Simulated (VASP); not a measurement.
Wanted: the native input for a VASP 6.6.1 run.

- Task: relaxation of cell and atoms
- Functional: LDA
- Potentials or basis: VASP PAW LDA potentials, release 64 (Cu, F)
- Cutoff: 600 eV
- k mesh: 12 × 12 × 4
- Occupations: fermi-dirac, width 0.02 eV
- Spin: no spin polarisation
- Dipole correction: no
- Further INCAR settings: ALGO = Normal; EDIFF = 1e-06; IBRION = 2; EDIFFG = -0.005; NSW = 80; ISIF = 3

The structure of CuF lies in POSCAR:

```
CuF
1.0
    3.2965367194      0.0000000000      0.0000000000
   -1.6482683597      2.8548845435      0.0000000000
    0.0000000000      0.0000000000      5.2008554323
Cu F
2 2
Direct
    0.0000000000      0.0000000000      0.0000000000
    0.0000000000      0.0000000000      0.5000000000
    0.3333333333      0.6666666667      0.2500000000
    0.6666666667      0.3333333333      0.7500000000
```

These files were run (other wordings do the same):

INCAR

```
PREC = Accurate ; ENCUT = 600
EDIFF = 1E-6 ; ISMEAR = -1
SIGMA = 0.02 ; LREAL = F
LASPH = T ; NELM = 60
ALGO = Normal ; ISIF = 3
LWAVE = F ; LCHARG = F
GGA = CA ; IBRION = 2
NSW = 80 ; EDIFFG = -0.005
```

KPOINTS

```
regular mesh
0
Gamma
  12 12 4
```

Potentials or basis: VASP PAW LDA potentials, release 64 (Cu, F).

Command:

```sh
$ cat potpaw_LDA.64/Cu/POTCAR potpaw_LDA.64/F/POTCAR > POTCAR
$ mpirun -np 1 vasp_std > vasp.out
```

Results of the run:

```json
{"Relaxed volume": "10.76 Å³/atom", "Relaxed cell": "a = 3.140 Å, b = 3.140 Å, c = 5.042 Å, α = 90.00°, β = 90.00°, γ = 120.00°", "Space group after relaxing (to 0.1 Å)": "P6_3/mmc (No. 194)", "Energy gained by relaxing": "57.4 meV/atom", "Ionic steps": "10", "Pressure after relaxing": "0.0 GPa", "Band gap on the k mesh": "zero (bands 18 and 19 overlap by 0.26 eV)"}
```

Caveat: semilocal functionals underestimate gaps, and a narrow one can read as zero.

It took 4.3 min on 1 thread of Intel(R) Xeon(R) Platinum 8488C (Sapphire Rapids), with other jobs on the host, peak memory 0.21 GiB.
